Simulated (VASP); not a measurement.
# TePb (Fm-3m) in VASP: notebook

TePb is run at these levels: r2SCAN; tasks: single point.

All numbers are computed with VASP 6.6.1; they aren't measurements. Logs are shortened: lines on timing, memory, paths and dates and some standing lists are left out, and cuts for length are marked.

## 1. The cell of the first run

Symmetry: Fm-3m, No. 225, cubic system. Conventional cell: a = 6.245 Å, b = 6.245 Å, c = 6.245 Å, α = 90.00°, β = 90.00°, γ = 90.00°. Within 4.1 Å of Te (site symmetry m-3m) lie 6 Pb at 3.12 Å. Within 4.1 Å of Pb (site symmetry m-3m) lie 6 Te at 3.12 Å.

## 2. Single point, r2SCAN

POSCAR

```
TePb
1.0
    4.4158981403      0.0000000000      0.0000000000
    2.2079490701      3.8242799700      0.0000000000
    2.2079490701      1.2747599900      3.6055657333
Te Pb
1 1
Direct
    0.5000000000      0.5000000000      0.5000000000
    0.0000000000      0.0000000000      0.0000000000
```

INCAR.step1

```
SYSTEM = TePb
PREC     = Accurate       ! precision mode
ENCUT    = 520            ! plane-wave cutoff, eV
ISMEAR   = -1             ! smearing method
SIGMA    = 0.01           ! smearing width, eV
LREAL    = .False.        ! projectors in reciprocal space
LASPH    = .True.         ! aspherical terms in the spheres
NELM     = 60             ! most SCF steps
NBANDS   = 17             ! bands
GGA      = PE             ! functional
ALGO     = Normal         ! electronic algorithm
EDIFF    = 1E-4           ! SCF threshold, eV
LWAVE    = .True.         ! write WAVECAR
LCHARG   = .False.        ! write CHGCAR
```

INCAR.step2

```
SYSTEM = TePb
PREC     = Accurate       ! precision mode
ENCUT    = 520            ! plane-wave cutoff, eV
EDIFF    = 1E-7           ! SCF threshold, eV
ISMEAR   = -1             ! smearing method
SIGMA    = 0.01           ! smearing width, eV
LREAL    = .False.        ! projectors in reciprocal space
LASPH    = .True.         ! aspherical terms in the spheres
NELM     = 60             ! most SCF steps
ALGO     = Normal         ! electronic algorithm
ISIF     = 2              ! what is computed and relaxed
LWAVE    = .False.        ! write WAVECAR
LCHARG   = .False.        ! write CHGCAR
METAGGA  = R2SCAN         ! meta-GGA
LMIXTAU  = .True.       
NBANDS   = 17             ! bands
ISTART   = 1
```

KPOINTS

```
Automatic mesh
0
Gamma
  4 4 4
  0 0 0
```

Potentials or basis: VASP PAW PBE potentials, release 64 (Te, Pb_d).

On the command line:

```sh
$ cat potpaw_PBE.64/Te/POTCAR potpaw_PBE.64/Pb_d/POTCAR > POTCAR
$ cp INCAR.step1 INCAR
$ mpirun -np 1 vasp_std > vasp.out
$ cp INCAR.step2 INCAR
$ mpirun -np 1 vasp_std > vasp.out
```

OUTCAR:

```text
SYSTEM = TePb
   PREC = Accurate
   ENCUT = 520
   EDIFF = 1E-7
   ISMEAR = -1
   LREAL = .False.
   LASPH = .True.
   NELM = 60
   ISIF = 2
   METAGGA = R2SCAN
   ISTART = 1

 ion  position               nearest neighbor table
   1  0.500  0.500  0.500-   2 3.12   2 3.12   2 3.12   2 3.12   2 3.12   2 3.12
   2  0.000  0.000  0.000-   1 3.12   1 3.12   1 3.12   1 3.12   1 3.12   1 3.12

  LATTYP: Found a face centered cubic cell.
 ALAT       =     6.2450230400

  Lattice vectors:

 A1 = (   4.4158981403,   0.0000000000,   0.0000000000)
 A2 = (   2.2079490701,   3.8242799700,   0.0000000000)
 A3 = (   2.2079490701,   1.2747599900,   3.6055657333)

Analysis of symmetry for initial positions (statically):
=====================================================================
 Subroutine PRICEL returns:
 Original cell was already a primitive cell.

 Routine SETGRP: Setting up the symmetry group for a
 face centered cubic supercell.

 Subroutine GETGRP returns: Found 48 space group operations
 (whereof 48 operations were pure point group operations)
 out of a pool of 48 trial point group operations.

The static configuration has the point symmetry O_h .

Analysis of symmetry for dynamics (positions and initial velocities):
=====================================================================
 Subroutine PRICEL returns:
 Original cell was already a primitive cell.

 Routine SETGRP: Setting up the symmetry group for a
 face centered cubic supercell.

 Subroutine GETGRP returns: Found 48 space group operations
 (whereof 48 operations were pure point group operations)
 out of a pool of 48 trial point group operations.

The dynamic configuration has the point symmetry O_h .

 Subroutine INISYM returns: Found 48 space group operations
 (whereof 48 operations are pure point group operations),
 and found     1 'primitive' translations

----------------------------------------------------------------------------------------

                                     Primitive cell

  volume of cell :      60.8895

[... 62 lines left out ...]
   PREC   = accura    normal or accurate (medium, high low for compatibility)
   ISTART =      1    job   : 0-new  1-cont  2-samecut
   ICHARG =      0    charge: 1-file 2-atom 10-const
   ISPIN  =      1    spin polarized calculation?
   LNONCOLLINEAR =      F non collinear calculations
   LSORBIT =      F    spin-orbit coupling
   LASPH  =      T    aspherical Exc in radial PAW
   ENCUT  =  520.0 eV  38.22 Ry    6.18 a.u.   8.21  8.21  8.21*2*pi/ulx,y,z
   NELM   =     60;   NELMIN=  2; NELMDL=  0     # of ELM steps
   EDIFF  = 0.1E-06   stopping-criterion for ELM
   LREAL  =      F    real-space projection
   EDIFFG = 0.1E-05   stopping-criterion for IOM
   NSW    =      0    number of steps for IOM
   IBRION =     -1    ionic relax: 0-MD 1-quasi-New 2-CG
   NFREE  =      0    steps in history (QN), initial steepest desc. (CG)
   ISIF   =      2    stress and relaxation
   ISYM   =      2    0-nonsym 1-usesym 2-fastsym
   POTIM  = 0.5000    time-step for ionic-motion
   TEBEG  =    0.0;   TEEND  =   0.0 temperature during run
   PSTRESS=    0.0 pullay stress
   NELECT =      20.0000    total number of electrons
   NUPDOWN=      -1.0000    fix difference up-down
   EMIN   =  10.00;   EMAX   =-10.00  energy-range for DOS
   EFERMI =   0.00;   METHOD = LEGACY
   ISMEAR =    -1;   SIGMA  =   0.01  broadening in eV -4-tet -1-fermi 0-gaus
   EFERMI_NEDOS =   21; number of points for ismear=-14 and -15
   IALGO  =     38    algorithm
   IMIX   =      4    mixing-type and parameters
     AMIX     =   0.40;   BMIX     =  1.00
     AMIX_MAG =   1.60;   BMIX_MAG =  1.00
  volume/ion in A,a.u.               =      30.44       205.45
  Fermi-wavevector in a.u.,A,eV,Ry     =   1.129547  2.134533 17.359337  1.275875
  Thomas-Fermi vector in A             =   2.266240
   LORBIT       =      0    0 simple, 1 ext, 2 COOP (PROOUT), +10 PAW based schemes
   METAGGA = R2SCAN    functional components
   LHFCALC =     F    Hartree Fock is set to
   AEXX    =    0.0000 exact exchange contribution
   IVDW    =     0    specifies the selected vdW correction
   LEPSILON=     F    determine dielectric tensor
   LRPA    =     F    only Hartree local field effects (RPA)
 non-spin polarized calculation
  energy-cutoff  :      520.00
  volume of cell :       60.89
 maximum number of plane-waves:      1676
 NGX is ok and might be reduce to    36
   NGX = 17   NGY = 17   NGZ = 17

 number of electron      20.0000001 magnetization

 Free energy of the ion-electron system (eV)
  ---------------------------------------------------
  ext. energy  EPLUGINS =         0.00000000
  ---------------------------------------------------
  free energy    TOTEN  =       -82.49936898 eV

  energy without entropy =      -82.49936898  energy(sigma->0) =      -82.49936898

 E-fermi :   7.2410     XC(G=0): -10.3236

 val. band max:        7.0027004350   @ k =   0.5000   0.0000   0.0000
 cond. band min:       7.7547354141   @ k =   0.5000   0.0000   0.0000
 fundamental gap:      0.7520349791
 Fermi energy:         7.2410262268

 k-point     1 :       0.0000    0.0000    0.0000
  band No.  band energies     occupation
      1     -10.6624      2.00000
      2     -10.6624      2.00000
      3     -10.6388      2.00000
      4     -10.6388      2.00000
      5     -10.6388      2.00000
      6      -6.5447      2.00000
[... 137 lines left out ...]
      4     -10.6279      2.00000
      5     -10.5987      2.00000
      6      -4.1235      2.00000
[... 9 lines left out ...]
     16      18.9911      0.00000
     17      19.0176      0.00000

------------------------ aborting loop because EDIFF is reached ----------------------------------------

  FORCE on cell =-STRESS in cart. coord.  units (eV):
  Direction    XX          YY          ZZ          XY          YZ          ZX
  --------------------------------------------------------------------------------------
  -------------------------------------------------------------------------------------
  Total        3.0160691      3.0160691      3.0160691     -0.0000000      0.0000000     -0.0000000
  in kB       79.3614745     79.3614745     79.3614745     -0.0000000      0.0000000     -0.0000000
  external PRESSURE =      79.3614745 kB  Pullay stress =       0.0000000 kB

 VOLUME and BASIS-vectors are now :
 -----------------------------------------------------------------------------
  energy-cutoff  :      520.00
  volume of cell :       60.89
      direct lattice vectors                 reciprocal lattice vectors
     4.415898140  0.000000000  0.000000000     0.226454499 -0.130743566 -0.092449662
     2.207949070  3.824279970  0.000000000     0.000000000  0.261487132 -0.092449662
     2.207949070  1.274759990  3.605565733     0.000000000  0.000000000  0.277348986

 POSITION                                       TOTAL-FORCE (eV/Angst)
 -----------------------------------------------------------------------------------
      4.41590      2.54952      1.80278         0.000000     -0.000000      0.000000
      0.00000      0.00000      0.00000        -0.000000      0.000000      0.000000
 -----------------------------------------------------------------------------------
    total drift:                                0.000000     -0.000000     -0.000000

  FREE ENERGIE OF THE ION-ELECTRON SYSTEM (eV)
  ---------------------------------------------------
  free  energy   TOTEN  =       -82.4993689781 eV

  energy  without entropy=      -82.4993689781  energy(sigma->0) =      -82.49936898
```

Run time: 70 s. Hardware: 1 thread of AMD EPYC 7R13, shared host; peak memory 0.19 GiB.

Results:

```
Free energy            : -82.4994 eV
Pressure               : 7.9 GPa
Band gap on the k mesh : 0.75 eV
```

Caveat: the k points lie up to 0.44 Å⁻¹ apart; the PAW data sets were made with another functional, which shifts forces and pressure a little; spin-orbit coupling is left out, which moves the levels of the heavy elements. A k mesh can miss the band edges.

[end of part 1 of 2]
